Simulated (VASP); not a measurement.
# Be16C (a cell with a defect) in VASP: a series of runs

Be16C (a cell with a defect) is run at these levels: PBE; tasks: single point.

Program: VASP 6.6.1. These are calculated values, not measurements. Logs are shortened: lines on timing, memory, paths and dates and some standing lists are left out, and cuts for length are marked.

### 1 The cell of the first run

The cell holds a defect, 17 atoms: a = 4.580 Å, b = 3.966 Å, c = 7.177 Å, α = 90.00°, β = 90.00°, γ = 90.00°.

### 2 Single point, PBE

Contents of INCAR:

```
PREC     = Accurate       # precision mode
ENCUT    = 520            # plane-wave cutoff, eV
EDIFF    = 1E-7           # SCF threshold, eV
ISMEAR   = 0              # smearing method
SIGMA    = 0.1            # smearing width, eV
LREAL    = Auto         
LASPH    = True           # aspherical terms in the spheres
NELM     = 100            # most SCF steps
ALGO     = Normal         # electronic algorithm
ISIF     = 2              # what is computed and relaxed
LWAVE    = False          # write WAVECAR
LCHARG   = True           # write CHGCAR
GGA      = PE             # functional
LELF     = True           # ELF
LVHAR    = True         
NBANDS   = 32             # bands
```

Contents of KPOINTS:

```
regular mesh
0
Gamma
  4 4 3
```

Contents of POSCAR:

```
Be16C
1.0
   -2.2900000000     -3.9663960000      0.0000000000
    3.4350000000     -1.9831980000      0.0000000000
    0.0000000000      0.0000000000      7.1768600000
Be C
16 1
Direct
    0.7498041892      0.4970732440      0.0080787420
    0.4964681591      0.3364896897      0.2459436299
    0.7498344710      0.4791420491      0.4888094515
    0.4627337353      0.3453663039      0.7555957619
    0.4951275323     -0.0055359392      0.0025516730
    0.2498139736      0.8409673943      0.2459996433
    0.4939605702      0.0106019522      0.5028006677
    0.2497974883      0.8122195774      0.7529955997
    0.2497848628      0.5068749158      0.0062344814
    0.0031653270      0.3364939152      0.2459308110
    0.2498599535      0.5382213373      0.4917282767
    0.0368631679      0.3454758820      0.7555068651
    0.0045064199     -0.0055028525      0.0025277071
    0.7498186387      0.8315475059      0.2460302974
    0.0056217221      0.0105501437      0.5028066592
    0.7497678532      0.7900985106      0.7547516602
    0.7497946492      0.1718534925      0.6547442754
```

Potentials or basis: VASP PAW PBE potentials, release 64 (Be, C).

On the command line:

```console
cat potpaw_PBE.64/Be/POTCAR potpaw_PBE.64/C/POTCAR > POTCAR
mpirun -np 1 vasp_std > vasp.out
```

OUTCAR:

```text
PREC = Accurate
   ENCUT = 520
   EDIFF = 1E-7
   ISMEAR = 0
   LREAL = Auto
   LASPH = True
   NELM = 100
   ISIF = 2
   GGA = PE

 ion  position               nearest neighbor table
   1  0.750  0.497  0.008-  16 2.16  10 2.16   2 2.16  14 2.16   9 2.29   9 2.29   5 2.29  13 2.29
                            13 2.31   5 2.31   4 2.32  12 2.32
   2  0.496  0.336  0.246-   1 2.16   9 2.17   3 2.17   5 2.21  11 2.24   7 2.25  10 2.26   6 2.27
                            14 2.28   6 2.30  14 2.31  10 2.32
   3  0.750  0.479  0.489-  17 1.70  10 2.17   2 2.17  15 2.20   7 2.20  14 2.23  16 2.27  11 2.30
                            11 2.30  12 2.38   4 2.38
   4  0.463  0.345  0.756-  17 1.65  12 1.95   8 2.09   9 2.14  16 2.20   7 2.25   5 2.26  11 2.26
                             1 2.32   8 2.33   3 2.38
   5  0.495  0.994  0.003-   6 2.16  14 2.20   2 2.21   8 2.23   9 2.24  13 2.25   4 2.26  16 2.28
                             1 2.29   1 2.31   9 2.32  13 2.33
   6  0.250  0.841  0.246-  11 2.13   5 2.16  13 2.16   9 2.17   7 2.26  15 2.26   2 2.27  10 2.27
                            14 2.29  14 2.29  10 2.30   2 2.30
   7  0.494  0.011  0.503-  17 1.72  11 2.18   3 2.20  15 2.24   2 2.25   4 2.25   8 2.26   6 2.26
                            14 2.30  16 2.33  15 2.34  11 2.37
   8  0.250  0.812  0.753-  12 2.09   4 2.09  11 2.17   9 2.18  13 2.23   5 2.23  15 2.26   7 2.26
                            16 2.29  16 2.29   4 2.33  12 2.33
   9  0.250  0.507  0.006-   4 2.14  12 2.14  10 2.17   2 2.17   6 2.17   8 2.18  13 2.24   5 2.24
                             1 2.29   1 2.29  13 2.32   5 2.32
  10  0.003  0.336  0.246-   1 2.16   9 2.17   3 2.17  13 2.21  11 2.24  15 2.25   2 2.26   6 2.27
                            14 2.28   6 2.30  14 2.31   2 2.32
  11  0.250  0.538  0.492-   6 2.13   8 2.17   7 2.18  15 2.18   2 2.24  10 2.24  12 2.26   4 2.26
                             3 2.30   3 2.30   7 2.37  15 2.37
  12  0.037  0.345  0.756-  17 1.65   4 1.95   8 2.09   9 2.14  16 2.20  15 2.25  13 2.26  11 2.26
                             1 2.32   8 2.33   3 2.38
  13  0.005  0.994  0.003-   6 2.16  14 2.20  10 2.21   8 2.23   9 2.24   5 2.25  12 2.26  16 2.28
                             1 2.29   1 2.31   9 2.32   5 2.33
  14  0.750  0.832  0.246-   1 2.16   5 2.20  13 2.20   3 2.23  10 2.28   2 2.28   6 2.29   6 2.29
                            15 2.30   7 2.30   2 2.31  10 2.31
  15  0.006  0.011  0.503-  17 1.72  11 2.18   3 2.20   7 2.24  10 2.25  12 2.25   8 2.26   6 2.26
                            14 2.30  16 2.33   7 2.34  11 2.37
  16  0.750  0.790  0.755-  17 1.68   1 2.16  12 2.20   4 2.20   3 2.27   5 2.28  13 2.28   8 2.29
                             8 2.29  15 2.33   7 2.33
  17  0.750  0.172  0.655-  12 1.65   4 1.65  16 1.68   3 1.70   7 1.72  15 1.72

  LATTYP: Found a simple orthorhombic cell.
 ALAT       =     3.9663962620
 B/A-ratio  =     1.1547004875
 C/A-ratio  =     1.8094157835

  Lattice vectors:

 A1 = (  -3.4350000000,   1.9831980000,   0.0000000000)
 A2 = (  -2.2900000000,  -3.9663960000,   0.0000000000)
 A3 = (   0.0000000000,   0.0000000000,   7.1768600000)

Analysis of symmetry for initial positions (statically):
=====================================================================
 Subroutine PRICEL returns:
 Original cell was already a primitive cell.

 Routine SETGRP: Setting up the symmetry group for a
 simple orthorhombic supercell.

 Subroutine GETGRP returns: Found  1 space group operations
 (whereof  1 operations were pure point group operations)
 out of a pool of  8 trial point group operations.

The static configuration has the point symmetry C_1 .

Analysis of symmetry for dynamics (positions and initial velocities):
=====================================================================
 Subroutine PRICEL returns:
 Original cell was already a primitive cell.

 Routine SETGRP: Setting up the symmetry group for a
 simple orthorhombic supercell.

 Subroutine GETGRP returns: Found  1 space group operations
 (whereof  1 operations were pure point group operations)
 out of a pool of  8 trial point group operations.

The dynamic configuration has the point symmetry C_1 .

 Subroutine INISYM returns: Found  1 space group operations
 (whereof  1 operations are pure point group operations),
 and found     1 'primitive' translations

----------------------------------------------------------------------------------------

                                     Primitive cell

  volume of cell :     130.3755

  direct lattice vectors                    reciprocal lattice vectors
    -2.290000000 -3.966396000  0.000000000    -0.109170306 -0.189088533  0.000000000
     3.435000000 -1.983198000  0.000000000     0.218340611 -0.126059022  0.000000000
     0.000000000  0.000000000  7.176860000     0.000000000  0.000000000  0.139336702

  length of vectors
[... 58 lines left out ...]

  Shift w.r.t. Gamma in fractional coordinates (k-lattice)
     0.000000000  0.000000000  0.000000000

 Subroutine IBZKPT returns following result:
 ===========================================

 Found     26 irreducible k-points:

 Following reciprocal coordinates:
            Coordinates               Weight
  0.000000  0.000000  0.000000      1.000000
  0.250000  0.000000  0.000000      2.000000
  0.500000  0.000000  0.000000      1.000000
  0.000000  0.250000  0.000000      2.000000
  0.250000  0.250000  0.000000      2.000000
 -0.250000  0.250000  0.000000      2.000000
[... 16 lines left out ...]
  0.000000  0.500000  0.333333      2.000000
  0.250000  0.500000  0.333333      2.000000
 [... further k-points ...]
   k-points           NKPTS =     26   k-points in BZ     NKDIM =     26   number of bands    NBANDS=     32
   number of dos      NEDOS =    301   number of ions     NIONS =     17
   total plane-waves  NPLWV =  58320
   dimension x,y,z NGX =    36 NGY =   30 NGZ =   54
   dimension x,y,z NGXF=    72 NGYF=   60 NGZF=  108
   ions per type =              16   1
   NGX,Y,Z   is equivalent  to a cutoff of  13.07, 12.57, 12.51 a.u.
   NGXF,Y,Z  is equivalent  to a cutoff of  26.13, 25.15, 25.02 a.u.
 SYSTEM =  unknown system
   PREC   = accura    normal or accurate (medium, high low for compatibility)
   ISTART =      0    job   : 0-new  1-cont  2-samecut
   ICHARG =      2    charge: 1-file 2-atom 10-const
   ISPIN  =      1    spin polarized calculation?
   LNONCOLLINEAR =      F non collinear calculations
   LSORBIT =      F    spin-orbit coupling
   LASPH  =      T    aspherical Exc in radial PAW
   ENCUT  =  520.0 eV  38.22 Ry    6.18 a.u.   8.52  7.37 13.34*2*pi/ulx,y,z
   NELM   =    100;   NELMIN=  2; NELMDL= -5     # of ELM steps
   EDIFF  = 0.1E-06   stopping-criterion for ELM
   LREAL  =      T    real-space projection
   EDIFFG = 0.1E-05   stopping-criterion for IOM
   NSW    =      0    number of steps for IOM
   IBRION =     -1    ionic relax: 0-MD 1-quasi-New 2-CG
   NFREE  =      0    steps in history (QN), initial steepest desc. (CG)
   ISIF   =      2    stress and relaxation
   ISYM   =      2    0-nonsym 1-usesym 2-fastsym
   POTIM  = 0.5000    time-step for ionic-motion
   TEBEG  =    0.0;   TEEND  =   0.0 temperature during run
   PSTRESS=    0.0 pullay stress
   NELECT =      36.0000    total number of electrons
   NUPDOWN=      -1.0000    fix difference up-down
   EMIN   =  10.00;   EMAX   =-10.00  energy-range for DOS
   EFERMI =   0.00;   METHOD = LEGACY
   ISMEAR =     0;   SIGMA  =   0.10  broadening in eV -4-tet -1-fermi 0-gaus
   EFERMI_NEDOS =   21; number of points for ismear=-14 and -15
   IALGO  =     38    algorithm
   IMIX   =      4    mixing-type and parameters
     AMIX     =   0.40;   BMIX     =  1.00
     AMIX_MAG =   1.60;   BMIX_MAG =  1.00
  volume/ion in A,a.u.               =       7.67        51.75
  Fermi-wavevector in a.u.,A,eV,Ry     =   1.066049  2.014540 15.462471  1.136460
  Thomas-Fermi vector in A             =   2.201620
   LORBIT       =      0    0 simple, 1 ext, 2 COOP (PROOUT), +10 PAW based schemes
   GGA     = PE    functional components
   LHFCALC =     F    Hartree Fock is set to
   AEXX    =    0.0000 exact exchange contribution
   IVDW    =     0    specifies the selected vdW correction
   LEPSILON=     F    determine dielectric tensor
   LRPA    =     F    only Hartree local field effects (RPA)
 non-spin polarized calculation
 Gauss-broadening in eV      SIGMA  =   0.10
  energy-cutoff  :      520.00
  volume of cell :      130.38
 maximum number of plane-waves:      3529
 NGX is ok and might be reduce to    36
   NGX = 17   NGY = 15   NGZ = 27

 number of electron      36.0000000 magnetization

 Free energy of the ion-electron system (eV)
  ---------------------------------------------------
  ext. energy  EPLUGINS =         0.00000000
  ---------------------------------------------------
  free energy    TOTEN  =       -65.68365947 eV

  energy without entropy =      -65.66462737  energy(sigma->0) =      -65.67414342

 E-fermi :   7.3132     XC(G=0): -10.7449

 val. band max:        7.3117545321   @ k =   0.0000   0.0000   0.0000
 cond. band min:       7.3242879350   @ k =   0.0000   0.0000   0.3333
 fundamental gap:      0.0125334029
 Fermi energy:         7.3131865541

 k-point     1 :       0.0000    0.0000    0.0000
  band No.  band energies     occupation
      1      -6.6954      2.00000
      2      -3.1996      2.00000
      3      -2.1914      2.00000
      4      -0.4142      2.00000
      5       0.0972      2.00000
      6       1.1763      2.00000
[... 781 lines left out ...]
     29      13.4877      0.00000
     30      13.8906      0.00000

 [... further k-points ...]

 [bands above 30 left out]

------------------------ aborting loop because EDIFF is reached ----------------------------------------

  FORCE on cell =-STRESS in cart. coord.  units (eV):
  Direction    XX          YY          ZZ          XY          YZ          ZX
  --------------------------------------------------------------------------------------
  -------------------------------------------------------------------------------------
  Total        5.4806563      6.9522644      9.8065571      1.2728058      1.2547094     -2.1726457
  in kB       67.3514770     85.4359861    120.5122295     15.6414387     15.4190533    -26.6995206
  external PRESSURE =      91.0998975 kB  Pullay stress =       0.0000000 kB

 VOLUME and BASIS-vectors are now :
 -----------------------------------------------------------------------------
  energy-cutoff  :      520.00
  volume of cell :      130.38
      direct lattice vectors                 reciprocal lattice vectors
    -2.290000000 -3.966396000  0.000000000    -0.109170306 -0.189088533  0.000000000
     3.435000000 -1.983198000  0.000000000     0.218340611 -0.126059022  0.000000000
     0.000000000  0.000000000  7.176860000     0.000000000  0.000000000  0.139336702

 POSITION                                       TOTAL-FORCE (eV/Angst)
 -----------------------------------------------------------------------------------
     -0.00961     -3.95982      0.05798         0.088996     -0.051341      0.120388
      0.01893     -2.63652      1.76510         0.039845     -0.004609      0.010733
     -0.07127     -3.92437      3.50812         0.043732     -0.025018     -0.096526
      0.12667     -2.52031      5.42280        -0.264389     -0.123576      0.152237
      2.28214     -3.93609      0.01831        -0.030566      0.013468      0.175464
      2.31665     -2.65867      1.76551         0.025839     -0.014468      0.015326
[... 9 lines left out ...]
      0.99702     -4.54080      5.41675         0.345660     -0.200023      0.219334
     -1.12671     -3.31480      4.69901        -0.076827      0.044006     -1.092676
 -----------------------------------------------------------------------------------
    total drift:                                0.003981     -0.002821      0.002419

  FREE ENERGIE OF THE ION-ELECTRON SYSTEM (eV)
  ---------------------------------------------------
  free  energy   TOTEN  =       -65.6836594655 eV

  energy  without entropy=      -65.6646273691  energy(sigma->0) =      -65.67414342
```

Run time: 81 s. Hardware: 1 thread of AMD EPYC 9R45 (Zen 5), shared host; peak memory 0.22 GiB.

Results:

* Free energy: -65.6837 eV
* Pressure: 9.1 GPa
* Largest force: 1.096 eV/Å
* Band gap on the k mesh: zero (bands 18 and 19 overlap by 1.22 eV)

Forces in eV/Å, atoms in the order of the input:
```
Be   0.089 -0.051  0.120
Be   0.040 -0.005  0.011
Be   0.044 -0.025 -0.097
Be  -0.264 -0.124  0.152
Be  -0.031  0.013  0.175
Be   0.026 -0.014  0.015
Be   0.099  0.099 -0.061
Be  -0.083  0.048  0.131
Be  -0.141  0.081  0.045
Be   0.024 -0.032  0.011
Be   0.084 -0.048  0.081
Be  -0.026  0.291  0.154
Be  -0.027  0.020  0.176
Be  -0.065  0.038  0.019
Be  -0.037 -0.136 -0.061
Be   0.346 -0.200  0.219
C   -0.077  0.044 -1.093
```

Caveat: the k points lie up to 0.40 Å⁻¹ apart, too coarse for converged energies and pressures of a metal.

### 3 Single point, PBE

Contents of INCAR:

```
SYSTEM = Be16C
PREC = Accurate
ENCUT = 520
EDIFF = 1E-6
ISMEAR = 0
SIGMA = 0.1
LREAL = Auto
LASPH = .TRUE.
NELM = 60
ALGO = Normal
ISIF = 2
LWAVE = .FALSE.
LCHARG = .FALSE.
GGA = PE
NBANDS = 32
```

Contents of KPOINTS:

```
Automatic mesh
0
G
  4 4 3
  0 0 0
```

Contents of POSCAR:

```
Be16C
1.0
   -2.2900000000     -3.9663960000      0.0000000000
    3.4350000000     -1.9831980000      0.0000000000
    0.0000000000      0.0000000000      7.1768600000
Be C
16 1
Direct
    0.7499046532      0.4873629275      0.0058134059
    0.4968320273      0.3339139280      0.2478921144
    0.7499543420      0.4718435061      0.4955356521
    0.4494581797      0.3609427166      0.7514141282
    0.4952194089     -0.0024915731     -0.0023069978
    0.2499166638      0.8410600175      0.2476151130
    0.4990879884      0.0068673926      0.5070650675
    0.2499106629      0.8224737753      0.7507205101
    0.2498752376      0.5193686446      0.0062551032
    0.0030185674      0.3339238776      0.2478713532
    0.2500001069      0.5348984701      0.4917484805
    0.0503452039      0.3611157255      0.7512685213
    0.0046168231     -0.0024309971     -0.0023469874
    0.7499227871      0.8333057300      0.2479652661
    0.0007264186      0.0068065498      0.5070745423
    0.7498522452      0.7598767516      0.7519731470
    0.7499251914      0.1704261101      0.6993118160
```

Potentials or basis: VASP PAW PBE potentials, release 64 (Be, C).

On the command line:

```console
cat potpaw_PBE.64/Be/POTCAR potpaw_PBE.64/C/POTCAR > POTCAR
mpirun -np 1 vasp_std > vasp.out
```

It took 75 s on 1 thread of AMD EPYC 9R45 (Zen 5), shared host; peak memory 0.22 GiB.

The run converged. Its results:

```
Free energy            : -64.9049 eV
Pressure               : 8.4 GPa
Largest force          : 2.325 eV/Å
Band gap on the k mesh : zero (bands 18 and 19 overlap by 0.89 eV)
```

Forces in eV/Å, atoms in the order of the input:
```
Be   0.157 -0.091  0.253
Be   0.026 -0.017  0.026
Be  -0.223  0.129  0.164
Be  -0.181 -0.093  0.172
Be  -0.034  0.069  0.234
Be   0.038 -0.022 -0.003
Be   0.108 -0.124  0.222
Be  -0.005  0.003  0.143
Be  -0.185  0.107  0.032
Be   0.028 -0.014  0.026
Be   0.180 -0.104  0.088
Be  -0.011  0.204  0.173
Be  -0.076 -0.004  0.234
Be  -0.072  0.041  0.046
Be   0.161 -0.031  0.222
Be   0.154 -0.089  0.290
C   -0.064  0.036 -2.324
```

Stress tensor (GPa, compression positive):
```
 9.33  2.93 -1.48
 2.93 12.72  0.87
-1.48  0.87  3.19
```

Levels at points of the mesh, in eV from the Fermi level:
```csv
k point,band 15,band 16,band 17,band 18,band 19,band 20,band 21,band 22
"(0.00, 0.00, 0.00)",-1.92,-1.27,-0.84,-0.10,0.74,0.79,1.39,1.57
"(0.50, 0.00, 0.00)",-2.25,-2.15,-1.41,-1.26,0.04,0.73,0.85,0.99
"(0.00, 0.50, 0.00)",-3.03,-2.48,-1.55,-0.88,0.16,0.61,0.88,1.23
"(0.50, 0.50, 0.00)",-1.36,-0.95,-0.38,-0.27,0.53,0.66,1.30,1.76
```

Caveat: the k points lie up to 0.40 Å⁻¹ apart, too coarse for converged energies and pressures of a metal.

### 4 Single point, PBE

Contents of INCAR:

```
PREC = Accurate
ENCUT = 520
EDIFF = 1E-6
ISMEAR = 0
SIGMA = 0.1
LREAL = Auto
LASPH = T
NELM = 60
ALGO = Normal
ISIF = 2
LWAVE = F
LCHARG = F
GGA = PE
NBANDS = 32
```

Contents of KPOINTS:

```
regular mesh
0
Gamma
  4 4 3
```

Contents of POSCAR:

```
Be16C
1.0
   -2.2900000000     -3.9663960000      0.0000000000
    3.4350000000     -1.9831980000      0.0000000000
    0.0000000000      0.0000000000      7.1768600000
Be C
16 1
Direct
    0.7501171871      0.4711270330      0.0033033945
    0.4970265232      0.3336630970      0.2517525770
    0.7501672790      0.4874725092      0.4930780313
    0.4495757962      0.3608516953      0.7489370003
    0.4992276732      0.0061241257     -0.0072972024
    0.2501289314      0.8407514565      0.2523160547
    0.4955852990     -0.0023399316      0.5021494080
    0.2501300714      0.8222517798      0.7492408936
    0.2500974062      0.5344436856      0.0083932249
    0.0032521253      0.3336705580      0.2517361353
    0.2502080677      0.5193358006      0.4938824221
    0.0506388260      0.3609827981      0.7487998930
    0.0010659957      0.0061828617     -0.0073285532
    0.7501359541      0.8330589039      0.2511994103
    0.0046600752     -0.0023823661      0.5021558174
    0.7500717023      0.7592699267      0.7467353411
    0.7501651243      0.1694536055      0.7994841755
```

On the command line:

```console
cat potpaw_PBE.64/Be/POTCAR potpaw_PBE.64/C/POTCAR > POTCAR
mpirun -np 1 vasp_std > vasp.out
```

It took 76 s on 1 thread of AMD EPYC 9R45 (Zen 5), shared host; peak memory 0.23 GiB.

The run converged. Its results:

- Free energy: -64.8911 eV
- Pressure: 8.4 GPa
- Largest force: 2.312 eV/Å
- Band gap on the k mesh: zero (bands 18 and 19 overlap by 0.88 eV)

Forces on the atoms (eV/Å):
```
Be  -0.219  0.127 -0.152
Be   0.027 -0.018 -0.026
Be   0.153 -0.088 -0.237
Be  -0.175 -0.093 -0.179
Be   0.107 -0.128 -0.226
Be   0.038 -0.022 -0.001
Be  -0.034  0.070 -0.234
Be  -0.003  0.002 -0.145
Be   0.180 -0.104 -0.093
Be   0.028 -0.015 -0.026
Be  -0.181  0.105 -0.037
Be  -0.008  0.199 -0.177
Be   0.164 -0.029 -0.226
Be  -0.070  0.040 -0.039
Be  -0.078 -0.006 -0.234
Be   0.147 -0.085 -0.277
C   -0.076  0.046  2.310
```

Stress tensor (GPa, compression positive):
```
 9.40  2.88  1.47
 2.88 12.73 -0.84
 1.47 -0.84  3.12
```

Levels at points of the mesh, in eV from the Fermi level:
| k point | band 14 | band 15 | band 16 | band 17 | band 18 | band 19 | band 20 | band 21 | band 22 | band 23 |
| --- | --- | --- | --- | --- | --- | --- | --- | --- | --- | --- |
| (0.00, 0.00, 0.00) | -3.51 | -1.92 | -1.27 | -0.84 | -0.11 | 0.74 | 0.79 | 1.38 | 1.55 | 2.15 |
| (0.50, 0.00, 0.00) | -2.46 | -2.25 | -2.15 | -1.42 | -1.25 | 0.04 | 0.73 | 0.85 | 0.99 | 1.00 |
| (0.00, 0.50, 0.00) | -3.52 | -3.03 | -2.48 | -1.55 | -0.88 | 0.16 | 0.60 | 0.88 | 1.23 | 2.37 |
| (0.50, 0.50, 0.00) | -2.29 | -1.36 | -0.95 | -0.39 | -0.26 | 0.53 | 0.66 | 1.28 | 1.75 | 4.01 |

Caveat: the k points lie up to 0.40 Å⁻¹ apart, too coarse for converged energies and pressures of a metal.

(Part 1 of 2 ends here.)

The gap in the log of VASP goes by the Fermi energy; the results here count the filled bands.